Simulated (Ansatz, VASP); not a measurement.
**One calculation of SrCl2, two programs**

```
Sr Cl
1.0
     0.00000    3.53209    3.53209
     3.53209    0.00000    3.53209
     3.53209    3.53209    0.00000
Sr Cl
1 2
Direct
  0.00000 0.00000 0.00000
  0.25000 0.25000 0.25000
  0.75000 0.75000 0.75000
```

Alike in both runs: task single point; functional r2SCAN; k mesh 6 × 6 × 6; occupations gaussian, width 0.02 eV; no spin polarisation.

```csv
,VASP,Ansatz
version,VASP 6.6.1,Ansatz 0.2.0
potentials or method,"VASP PAW PBE potentials, release 64 (Sr_sv, Cl), cutoff 520 eV","scalar-relativistic, plane waves, PAW"
valence electrons in the cell,24,24
```

```tsv
	VASP	Ansatz	Ansatz less VASP
gap on the k mesh at the Fermi level (eV)	5.83	5.83	0.000
least direct gap on the mesh (eV)	6.01	6.01	0.000
pressure (GPa)	-1.0	-1.0	-0.03
```

VASP's potentials were made for PBE, not for r2SCAN.
